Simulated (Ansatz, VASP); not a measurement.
Two plane-wave programs on ZnS

The input INCAR:

```
SYSTEM = ZnS
ALGO     = Normal         ! electronic algorithm
EDIFF    = 1E-6           ! SCF threshold, eV
ENCUT    = 520            ! plane-wave cutoff, eV
GGA      = PE             ! functional
ISIF     = 2              ! what is computed and relaxed
ISMEAR   = 0              ! smearing method
LASPH    = .TRUE.         ! aspherical terms in the spheres
LCHARG   = .FALSE.        ! write CHGCAR
LREAL    = .FALSE.        ! projectors in reciprocal space
LWAVE    = .FALSE.        ! write WAVECAR
NBANDS   = 26             ! bands
NELM     = 60             ! most SCF steps
PREC     = Accurate       ! precision mode
SIGMA    = 0.05           ! smearing width, eV
```

Contents of KPOINTS:

```
k-points
0
G
  12 12 6
  0 0 0
```

Contents of POSCAR:

```
ZnS
1.0
    3.6585588303      0.0000000000      0.0000000000
   -1.8292794152      3.1684048883      0.0000000000
    0.0000000000      0.0000000000      6.7327200000
Zn S
2 2
Direct
    0.3333333333      0.6666666667      0.0000000000
    0.6666666667      0.3333333333      0.5000000000
    0.3333333333      0.6666666667      0.3850000000
    0.6666666667      0.3333333333      0.8850000000
```

Input for Ansatz:

```yaml
crystal:
  lattice:
    - [3.6585588303, 0.0, 0.0]
    - [-1.8292794152, 3.1684048883, 0.0]
    - [0.0, 0.0, 6.73272]
  atoms:
    - { symbol: Zn, position: [0.3333333333, 0.6666666667, 0.0] }
    - { symbol: Zn, position: [0.6666666667, 0.3333333333, 0.5] }
    - { symbol: S, position: [0.3333333333, 0.6666666667, 0.385] }
    - { symbol: S, position: [0.6666666667, 0.3333333333, 0.885] }
basis:
  ecutwfc: 420
kpoints:
  mp_grid: { grid: [12, 12, 6] }
hamiltonian:
  xc: pbe
scf:
  occupations: { method: gaussian, width: 0.05 }
output:
  forces: true
  stress: true
  eigenvalues: true
```

Change from the starting cell: strain -0.040 along x and y, +0.080 along z, atoms carried along.

Alike in both runs: task single point; functional PBE; k mesh 12 × 12 × 6; occupations gaussian, width 0.05 eV; no spin polarisation.

|  | VASP | Ansatz |
| --- | --- | --- |
| version | VASP 6.6.1 | Ansatz 0.2.0 |
| potentials or method | VASP PAW PBE potentials, release 64 (Zn, S), cutoff 520 eV | scalar-relativistic, plane waves, PAW |
| valence electrons in the cell | 36 | 36 |

Ansatz gave:

* gap on the k mesh at the Fermi level (eV): 1.89
* least direct gap on the mesh (eV): 1.89
* pressure (GPa): 5.4
* traceless stress, the component that is largest in VASP (GPa): -10.36
* rms of the force components (eV/Å): 0.405

Problem. Which values does VASP return?

Solution. gap on the k mesh at the Fermi level (eV): 1.90; least direct gap on the mesh (eV): 1.90; pressure (GPa): 5.5; traceless stress, the component that is largest in VASP (GPa): -10.43; rms of the force components (eV/Å): 0.412.

Atom by atom the forces differ by 0.007 eV/Å (rms over components). The functional is the same, so the differences come from potentials, cutoffs and numerics.
